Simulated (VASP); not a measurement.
Input of a VASP 6.6.1 run:

Contents of INCAR:

```
PREC = Accurate
ENCUT = 520
EDIFF = 1E-6
ISMEAR = -1
SIGMA = 0.15
LREAL = F
LASPH = T
NELM = 150
ALGO = Normal
ISIF = 2
LWAVE = F
LCHARG = F
ISPIN = 2
MAGMOM = 4.5
LORBIT = 11
LMAXMIX = 4
GGA = B5
ALDAX = 1.0
AGGAX = 1.0
AGGAC = 1.0
ALDAC = 0.0
IVDW = 12
NBANDS = 14
VDW_S6 = 1.0
VDW_S8 = 2.6996
VDW_A1 = 0.4298
VDW_A2 = 4.2359
```

File KPOINTS:

```
Automatic mesh
0
Gamma
  9 9 9
```

POSCAR

```
Fe
1.0
    0.0000000000      1.9882966337      1.9883488241
    1.4063739370      0.0000000000      1.9883488241
    1.4063739370      1.9882966337      0.0000000000
Fe
1
Direct
    0.0000000000      0.0000000000      0.0000000000
```

Potentials or basis: VASP PAW PBE potentials, release 64 (Fe).

Launch:

```bash
$ cat potpaw_PBE.64/Fe/POTCAR > POTCAR
$ mpirun -np 1 vasp_std > vasp.out
```

(1) What does it give for the site moments?

(2) Predict the dispersion energy per atom.

(3) Predict the net moment.

(4) Predict the pressure.

Answers

(1) Fe +2.09 μB.

(2) -0.842 eV.

(3) 2.10 μB per cell.

(4) 0.2 GPa.

Caveat: the PAW data sets were made with another functional, which shifts forces and pressure a little.
